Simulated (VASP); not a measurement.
Crystal: Ba2Hf2O.

```xyz
5
Lattice="4.5620 0.0000 0.0000 -2.2810 3.9508 0.0000 0.0000 0.0000 7.8403" Properties=species:S:1:pos:R:3 pbc="T T T"
Ba    0.0000    2.6339    2.0555
Ba    2.2810    1.3169    5.7848
Hf    0.0000    2.6339    4.9339
Hf    2.2810    1.3169    2.9064
O     0.0000    0.0000    0.0000
```

| Quantity | Value |
| --- | --- |
| Program | VASP 6.6.1 |
| Task | relaxation of cell and atoms |
| Functional | PBE |
| Potentials or basis | VASP PAW PBE potentials, release 64 (Ba_sv, Hf_pv, O) |
| Cutoff | 600 eV |
| k mesh | 6 × 6 × 2 |
| Occupations | gaussian, width 0.1 eV |
| Spin | no spin polarisation |

At the start: pressure 7.0 GPa; volume 28.26 Å³/atom.

How do energy, volume and symmetry change on relaxing?

Over 22 steps the energy falls by 2062.8 meV/atom and the volume is 26.59 Å³/atom (-5.9 %); space group P-3m1 (No. 164, to 0.05 Å).

The path:
```csv
step,energy change (eV),largest force (eV/Å),pressure (GPa),volume (Å³)
1,0.0000,5.5091,7.03,141.31
2,-2.8675,2.8994,-2.96,168.19
3,-3.6475,2.5323,-5.59,194.19
4,-6.3011,1.3831,-4.30,170.78
5,-7.4399,0.3280,-0.34,151.94
6,-7.4525,0.4766,0.40,149.87
7,-7.9099,1.3201,2.50,145.64
8,-7.9095,1.3368,2.54,145.57
9,-8.4387,0.8417,-1.62,158.04
10,-8.5885,0.5879,-4.29,167.89
11,-8.9216,0.6185,-4.97,165.41
12,-9.3878,1.6056,-7.09,155.55
13,-9.3624,1.0475,-6.48,159.36
14,-9.9882,1.2293,-3.12,140.54
15,-10.0849,1.2970,-0.88,132.82
16,-10.0875,1.3095,-0.36,131.29
17,-10.1798,0.9296,0.30,130.70
18,-10.2494,0.4426,1.76,129.55
19,-10.3022,0.0714,0.01,133.45
20,-10.3039,0.0283,-0.35,134.31
21,-10.3117,0.0216,-0.16,133.59
22,-10.3140,0.0281,0.03,132.95
```

Final structure:
```
Ba Hf O
1.0
     3.59526    0.00000    0.00000
    -1.79763    3.11359    0.00000
     0.00000    0.00000   11.87667
Ba Hf O
2 2 1
Direct
  0.33333 0.66667 0.13931
  0.66667 0.33333 0.86069
  0.33333 0.66667 0.59144
  0.66667 0.33333 0.40856
  0.00000 0.00000 0.00000
```

Caveat: the k points lie up to 0.34 Å⁻¹ apart in the final cell.
